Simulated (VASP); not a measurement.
# TiO2 (I4_1/amd) in VASP: single point with PBE

Aim: the single point of TiO2 with PBE.

All numbers are computed with VASP 6.6.1; they aren't measurements. Logs are shortened: lines on timing, memory, paths and dates and some standing lists are left out, and cuts for length are marked.

## (1) The cell of the first run

Symmetry: I4_1/amd, No. 141, tetragonal system. The conventional cell has a = 3.799 Å, b = 3.799 Å, c = 9.698 Å, α = 90.00°, β = 90.00°, γ = 90.00°. Within 2.6 Å of Ti (site symmetry -4m2) lie 6 O at 1.95 to 2.00 Å. O (site symmetry 2mm) has 3 Ti at 1.95 to 2.00 Å and 2 O at 2.47 Å within 2.6 Å.

## (2) Single point, PBE

File INCAR:

```
ALGO     = Normal         # electronic algorithm
EDIFF    = 1E-6           # SCF threshold, eV
ENCUT    = 520            # plane-wave cutoff, eV
GGA      = PE             # functional
ISIF     = 2              # what is computed and relaxed
ISMEAR   = 0              # smearing method
KPAR     = 2            
LASPH    = True           # aspherical terms in the spheres
LCHARG   = True           # write CHGCAR
LREAL    = Auto         
LVHAR    = True         
LWAVE    = False          # write WAVECAR
NBANDS   = 249            # bands
NCORE    = 2            
NELM     = 80             # most SCF steps
PREC     = Accurate       # precision mode
SIGMA    = 0.02           # smearing width, eV
```

File KPOINTS:

```
Automatic mesh
0
Gamma
  2 2 2
  0.5 0.5 0.5
```

File POSCAR:

```
TiO2
1.0
   -5.6987999826      5.6987999826     -4.8488731938
    5.6987999826     -5.6987999826     -4.8488731938
   -5.6987999826     -5.6987999826      4.8488731938
Ti O
18 36
Direct
    0.3333333333      0.0000000000      0.3333333333
    0.6666666667      0.6666666667      0.3333333333
    0.0000000000      0.0000000000      0.0000000000
    0.3333333333      0.6666666667      0.0000000000
    0.6666666667      0.0000000000      0.6666666667
    0.0000000000      0.3333333333      0.3333333333
    0.6666666667      0.3333333333      0.0000000000
    0.0000000000      0.6666666667      0.6666666667
    0.3333333333      0.3333333333      0.6666666667
    0.7500000000      0.2500000000      0.5000000000
    0.0833333333      0.9166666667      0.5000000000
    0.4166666667      0.2500000000      0.1666666667
    0.7500000000      0.9166666667      0.1666666667
    0.0833333333      0.2500000000      0.8333333333
    0.4166666667      0.5833333333      0.5000000000
    0.0833333333      0.5833333333      0.1666666667
    0.4166666667      0.9166666667      0.8333333333
    0.7500000000      0.5833333333      0.8333333333
    0.5435185418      0.0435185418      0.5000000000
    0.8768518752      0.7101852085      0.5000000000
    0.2101852085      0.0435185418      0.1666666667
    0.5435185418      0.7101852085      0.1666666667
    0.8768518752      0.0435185418      0.8333333333
    0.2101852085      0.3768518752      0.5000000000
    0.8768518752      0.3768518752      0.1666666667
    0.2101852085      0.7101852085      0.8333333333
    0.5435185418      0.3768518752      0.8333333333
    0.1268518752      0.7935185418      0.3333333333
    0.4601852085      0.4601852085      0.3333333333
    0.7935185418      0.7935185418      0.0000000000
    0.1268518752      0.4601852085      0.0000000000
    0.4601852085      0.7935185418      0.6666666667
    0.7935185418      0.1268518752      0.3333333333
    0.4601852085      0.1268518752      0.0000000000
    0.7935185418      0.4601852085      0.6666666667
    0.1268518752      0.1268518752      0.6666666667
    0.9564814582      0.4564814582      0.5000000000
    0.2898147915      0.1231481248      0.5000000000
    0.6231481248      0.4564814582      0.1666666667
    0.9564814582      0.1231481248      0.1666666667
    0.2898147915      0.4564814582      0.8333333333
    0.6231481248      0.7898147915      0.5000000000
    0.2898147915      0.7898147915      0.1666666667
    0.6231481248      0.1231481248      0.8333333333
    0.9564814582      0.7898147915      0.8333333333
    0.5398147915      0.2064814582      0.3333333333
    0.8731481248      0.8731481248      0.3333333333
    0.2064814582      0.2064814582      0.0000000000
    0.5398147915      0.8731481248      0.0000000000
    0.8731481248      0.2064814582      0.6666666667
    0.2064814582      0.5398147915      0.3333333333
    0.8731481248      0.5398147915      0.0000000000
    0.2064814582      0.8731481248      0.6666666667
    0.5398147915      0.5398147915      0.6666666667
```

Potentials or basis: VASP PAW PBE potentials, release 64 (Ti_sv, O).

Started as:

```bash
$ cat potpaw_PBE.64/Ti_sv/POTCAR potpaw_PBE.64/O/POTCAR > POTCAR
$ mpirun -np 4 vasp_std > vasp.out
```

OUTCAR:

```text
EDIFF = 1E-6
   ENCUT = 520
   GGA = PE
   ISIF = 2
   ISMEAR = 0
   LASPH = True
   LREAL = Auto
   NELM = 80
   PREC = Accurate

 ion  position               nearest neighbor table
   1  0.333  0.000  0.333-  21 1.95  38 1.95  43 1.95  19 1.95  28 2.00  46 2.00
   2  0.667  0.667  0.333-  39 1.95  22 1.95  20 1.95  42 1.95  47 2.00  29 2.00
   3  0.000  0.000  0.000-  23 1.95  40 1.95  21 1.95  45 1.95  30 2.00  48 2.00
   4  0.333  0.667  0.000-  26 1.95  43 1.95  41 1.95  22 1.95  31 2.00  49 2.00
   5  0.667  0.000  0.667-  23 1.95  42 1.95  44 1.95  19 1.95  50 2.00  32 2.00
   6  0.000  0.333  0.333-  24 1.95  25 1.95  40 1.95  37 1.95  33 2.00  51 2.00
[... 10 lines left out ...]
  17  0.417  0.917  0.833-  53 1.95  32 1.95  34 1.95  49 1.95  44 2.00  26 2.00
  18  0.750  0.583  0.833-  35 1.95  52 1.95  54 1.95  30 1.95  27 2.00  45 2.00
  19  0.544  0.044  0.500-   1 1.95   5 1.95  10 2.00
  20  0.877  0.710  0.500-   8 1.95   2 1.95  11 2.00
  21  0.210  0.044  0.167-   1 1.95   3 1.95  12 2.00
  22  0.544  0.710  0.167-   2 1.95   4 1.95  13 2.00
[... 37 lines left out ...]
  Lattice vectors:

 A1 = (  -5.6987999826,   5.6987999826,  -4.8488731938)
 A2 = (   5.6987999826,  -5.6987999826,  -4.8488731938)
 A3 = (  -5.6987999826,  -5.6987999826,   4.8488731938)

Analysis of symmetry for initial positions (statically):
=====================================================================
 Subroutine PRICEL returns following result:

  LATTYP: Found a body centered tetragonal cell.
 ALAT       =     3.7991999880
 C/A-ratio  =     2.5525759155

  Lattice vectors:

 A1 = (  -1.8995999934,   1.8995999946,  -4.8488731938)
 A2 = (   1.8995999946,  -1.8995999934,  -4.8488731938)
 A3 = (  -1.8995999946,  -1.8995999946,   4.8488731938)

   9 primitive cells build up your supercell.

 Routine SETGRP: Setting up the symmetry group for a
 body centered tetragonal supercell.

 Subroutine GETGRP returns: Found 16 space group operations
 (whereof  8 operations were pure point group operations)
 out of a pool of 16 trial point group operations.

The static configuration has the point symmetry D_2d.
 The point group associated with its full space group is D_4h.

Analysis of symmetry for dynamics (positions and initial velocities):
=====================================================================
 Subroutine PRICEL returns following result:

  LATTYP: Found a body centered tetragonal cell.
 ALAT       =     3.7991999880
 C/A-ratio  =     2.5525759155

  Lattice vectors:

 A1 = (  -1.8995999934,   1.8995999946,  -4.8488731938)
 A2 = (   1.8995999946,  -1.8995999934,  -4.8488731938)
 A3 = (  -1.8995999946,  -1.8995999946,   4.8488731938)

   9 primitive cells build up your supercell.

 Routine SETGRP: Setting up the symmetry group for a
 body centered tetragonal supercell.

 Subroutine GETGRP returns: Found 16 space group operations
 (whereof  8 operations were pure point group operations)
 out of a pool of 16 trial point group operations.

The dynamic configuration has the point symmetry D_2d.
 The point group associated with its full space group is D_4h.

 Subroutine INISYM returns: Found 16 space group operations
 (whereof  8 operations are pure point group operations),
 and found     9 'primitive' translations

----------------------------------------------------------------------------------------

                                     Primitive cell

  volume of cell :      69.9883

  direct lattice vectors                    reciprocal lattice vectors
    -1.899599993  1.899599995 -4.848873194    -0.263213309  0.000000000 -0.103116741
     1.899599995 -1.899599993 -4.848873194     0.000000000 -0.263213309 -0.103116741
    -1.899599995 -1.899599995  4.848873194    -0.263213309 -0.263213309 -0.000000000

  length of vectors
     5.543332168  5.543332168  5.543332168     0.282691189  0.282691189  0.372239831

  position of ions in fractional coordinates (direct lattice)
     1.000000000  0.000000000  1.000000000
     0.750000000  0.250000000  0.500000000
     0.543518542  0.043518542  0.500000000
     0.793518542  0.793518542  0.000000000
     0.956481458  0.456481458  0.500000000
     0.206481458  0.206481458  0.000000000

  ion indices of the primitive-cell ions
   primitive index   ion index
                 1           1
                 2          12
                 3          21
                 4          28
                 5          38
                 6          46

----------------------------------------------------------------------------------------

 KPOINTS: Automatic mesh

Automatic generation of k-mesh.
 Grid dimensions read from file:
 generate k-points for:    2    2    2

 Generating k-lattice:

  Cartesian coordinates                     Fractional coordinates (reciprocal lattice)
    -0.043868885  0.000000000 -0.051558370     0.500000000  0.000000000 -0.000000000
     0.000000000 -0.043868885 -0.051558370     0.000000000  0.500000000 -0.000000000
    -0.043868885 -0.043868885  0.000000000     0.000000000  0.000000000  0.500000000

  Length of vectors
     0.067695972  0.067695972  0.062039972

  Shift w.r.t. Gamma in fractional coordinates (k-lattice)
     0.500000000  0.500000000  0.500000000

 Subroutine IBZKPT returns following result:
 ===========================================

 Found      3 irreducible k-points:

 Following reciprocal coordinates:
            Coordinates               Weight
  0.250000  0.250000  0.250000      2.000000
 -0.250000  0.250000  0.250000      4.000000
 -0.250000 -0.250000  0.250000      2.000000
   k-points           NKPTS =      3   k-points in BZ     NKDIM =      3   number of bands    NBANDS=    249
   number of dos      NEDOS =    301   number of ions     NIONS =     54
   total plane-waves  NPLWV = 343000
   dimension x,y,z NGX =    70 NGY =   70 NGZ =   70
   dimension x,y,z NGXF=   140 NGYF=  140 NGZF=  140
   ions per type =              18  36
   NGX,Y,Z   is equivalent  to a cutoff of  12.37, 12.37, 12.37 a.u.
   NGXF,Y,Z  is equivalent  to a cutoff of  24.75, 24.75, 24.75 a.u.
 SYSTEM =  unknown system
   PREC   = accura    normal or accurate (medium, high low for compatibility)
   ISTART =      0    job   : 0-new  1-cont  2-samecut
   ICHARG =      2    charge: 1-file 2-atom 10-const
   ISPIN  =      1    spin polarized calculation?
   LNONCOLLINEAR =      F non collinear calculations
   LSORBIT =      F    spin-orbit coupling
   LASPH  =      T    aspherical Exc in radial PAW
   ENCUT  =  520.0 eV  38.22 Ry    6.18 a.u.  17.49 17.49 17.49*2*pi/ulx,y,z
   NELM   =     80;   NELMIN=  2; NELMDL= -5     # of ELM steps
   EDIFF  = 0.1E-05   stopping-criterion for ELM
   LREAL  =      T    real-space projection
   EDIFFG = 0.1E-04   stopping-criterion for IOM
   NSW    =      0    number of steps for IOM
   IBRION =     -1    ionic relax: 0-MD 1-quasi-New 2-CG
   NFREE  =      0    steps in history (QN), initial steepest desc. (CG)
   ISIF   =      2    stress and relaxation
   ISYM   =      2    0-nonsym 1-usesym 2-fastsym
   POTIM  = 0.5000    time-step for ionic-motion
   TEBEG  =    0.0;   TEEND  =   0.0 temperature during run
   PSTRESS=    0.0 pullay stress
   NELECT =     432.0000    total number of electrons
   NUPDOWN=      -1.0000    fix difference up-down
   EMIN   =  10.00;   EMAX   =-10.00  energy-range for DOS
   EFERMI =   0.00;   METHOD = LEGACY
   ISMEAR =     0;   SIGMA  =   0.02  broadening in eV -4-tet -1-fermi 0-gaus
   EFERMI_NEDOS =   21; number of points for ismear=-14 and -15
   IALGO  =     38    algorithm
   IMIX   =      4    mixing-type and parameters
     AMIX     =   0.40;   BMIX     =  1.00
     AMIX_MAG =   1.60;   BMIX_MAG =  1.00
  volume/ion in A,a.u.               =      11.66        78.72
  Fermi-wavevector in a.u.,A,eV,Ry     =   1.443711  2.728218 28.358634  2.084301
  Thomas-Fermi vector in A             =   2.562088
   LORBIT       =      0    0 simple, 1 ext, 2 COOP (PROOUT), +10 PAW based schemes
   GGA     = PE    functional components
   LHFCALC =     F    Hartree Fock is set to
   AEXX    =    0.0000 exact exchange contribution
   IVDW    =     0    specifies the selected vdW correction
   LEPSILON=     F    determine dielectric tensor
   LRPA    =     F    only Hartree local field effects (RPA)
 non-spin polarized calculation
 Gauss-broadening in eV      SIGMA  =   0.02
  energy-cutoff  :      520.00
  volume of cell :      629.89
 maximum number of plane-waves:     16991
 NGX is ok and might be reduce to    70
   NGX = 35   NGY = 35   NGZ = 35

 number of electron     432.0000004 magnetization

 Free energy of the ion-electron system (eV)
  ---------------------------------------------------
  ext. energy  EPLUGINS =         0.00000000
  ---------------------------------------------------
  free energy    TOTEN  =      -484.81698220 eV

  energy without entropy =     -484.81698220  energy(sigma->0) =     -484.81698220

 E-fermi :   3.2686     XC(G=0): -10.5927

 val. band max:        3.0815986588   @ k =  -0.2500   0.2500   0.2500
 cond. band min:       5.3466184689   @ k =  -0.2500  -0.2500   0.2500
 fundamental gap:      2.2650198100
 Fermi energy:         3.2686214383

 k-point     1 :       0.2500    0.2500    0.2500
  band No.  band energies     occupation
      1     -53.3030      2.00000
      2     -53.3030      2.00000
      3     -53.3030      2.00000
      4     -53.3030      2.00000
      5     -53.2968      2.00000
      6     -53.2968      2.00000
[... 682 lines left out ...]
    227       6.4085      0.00000
    228       6.4086      0.00000
 [bands above 228 left out]

------------------------ aborting loop because EDIFF is reached ----------------------------------------

  FORCE on cell =-STRESS in cart. coord.  units (eV):
  Direction    XX          YY          ZZ          XY          YZ          ZX
  --------------------------------------------------------------------------------------
  -------------------------------------------------------------------------------------
  Total        2.5078378      2.5078378      2.8374926      0.0000000      0.0000000      0.0000000
  in kB        6.3788498      6.3788498      7.2173484      0.0000000      0.0000000      0.0000000
  external PRESSURE =       6.6583493 kB  Pullay stress =       0.0000000 kB

 VOLUME and BASIS-vectors are now :
 -----------------------------------------------------------------------------
  energy-cutoff  :      520.00
  volume of cell :      629.89
      direct lattice vectors                 reciprocal lattice vectors
    -5.698799983  5.698799983 -4.848873194    -0.087737770  0.000000000 -0.103116741
     5.698799983 -5.698799983 -4.848873194     0.000000000 -0.087737770 -0.103116741
    -5.698799983 -5.698799983  4.848873194    -0.087737770 -0.087737770  0.000000000

 POSITION                                       TOTAL-FORCE (eV/Angst)
 -----------------------------------------------------------------------------------
     -3.79920      0.00000      0.00000        -0.000000     -0.000000      0.000000
     -1.89960     -1.89960     -4.84887         0.000000     -0.000000      0.000000
      0.00000      0.00000      0.00000        -0.000000     -0.000000      0.000000
      1.89960     -1.89960     -4.84887        -0.000000     -0.000000      0.000000
     -7.59840      0.00000      0.00000        -0.000000      0.000000      0.000000
      0.00000     -3.79920      0.00000        -0.000000     -0.000000      0.000000
[... 46 lines left out ...]
     -0.00000     -7.59840     -2.00240         0.000000     -0.000000     -0.019208
     -3.79920     -3.79920     -2.00240         0.000000     -0.000000     -0.019208
 -----------------------------------------------------------------------------------
    total drift:                               -0.000000     -0.000000     -0.000000

  FREE ENERGIE OF THE ION-ELECTRON SYSTEM (eV)
  ---------------------------------------------------
  free  energy   TOTEN  =      -484.8169822003 eV

  energy  without entropy=     -484.8169822003  energy(sigma->0) =     -484.81698220
```

Wall time 14 min (4 MPI ranks of Intel Xeon Platinum 8259CL at 2.50GHz (Skylake/Cascade Lake), shared host); peak memory 0.51 GiB.

What came out:

| Property | Result |
| --- | --- |
| Free energy | -484.8170 eV |
| Pressure | 0.7 GPa |
| Largest force | 0.019 eV/Å |
| Band gap on the k mesh | 2.27 eV |

Forces in eV/Å, atoms in the order of the input:
```
Ti   0.000  0.000  0.000
Ti   0.000  0.000  0.000
Ti   0.000  0.000  0.000
Ti   0.000  0.000  0.000
Ti   0.000  0.000  0.000
Ti   0.000  0.000  0.000
Ti   0.000  0.000  0.000
Ti   0.000  0.000  0.000
Ti   0.000  0.000  0.000
Ti   0.000  0.000  0.000
Ti   0.000  0.000  0.000
Ti   0.000  0.000  0.000
Ti   0.000  0.000  0.000
Ti   0.000  0.000  0.000
Ti   0.000  0.000  0.000
Ti   0.000  0.000  0.000
Ti   0.000  0.000  0.000
Ti   0.000  0.000  0.000
O    0.000  0.000  0.019
O    0.000  0.000  0.019
O    0.000  0.000  0.019
O    0.000  0.000  0.019
O    0.000  0.000  0.019
O    0.000  0.000  0.019
O    0.000  0.000  0.019
O    0.000  0.000  0.019
O    0.000  0.000  0.019
O    0.000  0.000  0.019
O    0.000  0.000  0.019
O    0.000  0.000  0.019
O    0.000  0.000  0.019
O    0.000  0.000  0.019
O    0.000  0.000  0.019
O    0.000  0.000  0.019
O    0.000  0.000  0.019
O    0.000  0.000  0.019
O    0.000  0.000 -0.019
O    0.000  0.000 -0.019
O    0.000  0.000 -0.019
O    0.000  0.000 -0.019
O    0.000  0.000 -0.019
O    0.000  0.000 -0.019
O    0.000  0.000 -0.019
O    0.000  0.000 -0.019
O    0.000  0.000 -0.019
O    0.000  0.000 -0.019
O    0.000  0.000 -0.019
O    0.000  0.000 -0.019
O    0.000  0.000 -0.019
O    0.000  0.000 -0.019
O    0.000  0.000 -0.019
O    0.000  0.000 -0.019
O    0.000  0.000 -0.019
O    0.000  0.000 -0.019
```

Stress tensor (GPa, compression positive):
```
0.64 0.00 0.00
0.00 0.64 0.00
0.00 0.00 0.72
```

Caveat: a shifted mesh leaves out Γ, where band edges can lie.
